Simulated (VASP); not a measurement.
The system is MnPt2.

```
Pt Mn
1.0
     2.80005    0.00000    0.00000
    -1.40003    2.42492    0.00000
     0.00000    0.00000    6.39915
Pt Mn
2 1
Direct
  0.66667 0.33333 0.31621
  0.33333 0.66667 0.68379
  0.00000 0.00000 0.00000
```

Base run:

* Program: VASP 6.6.1
* Functional: PBEsol
* Potentials or basis: VASP PAW PBE potentials, release 64 (Pt, Mn_pv)
* Cutoff: 520 eV
* k mesh: 11 × 11 × 4
* Occupations: fermi-dirac, width 0.05 eV
* Spin: collinear spin, ferromagnetic start
* Starting moments: [0.0, 0.0, 4.0] μB

Its results: pressure 1.6 GPa; net moment 4.17 μB per cell; site moments Pt +0.25; Mn +3.50 μB; largest force 0.158 eV/Å.

Problem. The run is repeated on the same cell with these changes: functional from PBEsol to r2SCAN. What comes out?

Solution. Pressure 12.2 GPa; net moment 4.78 μB per cell; site moments Pt +0.32; Mn +3.98 μB; largest force 0.203 eV/Å.

Caveats: the PAW data sets were made with another functional, which shifts forces and pressure a little; the cell stands under pressure (at least some runs).
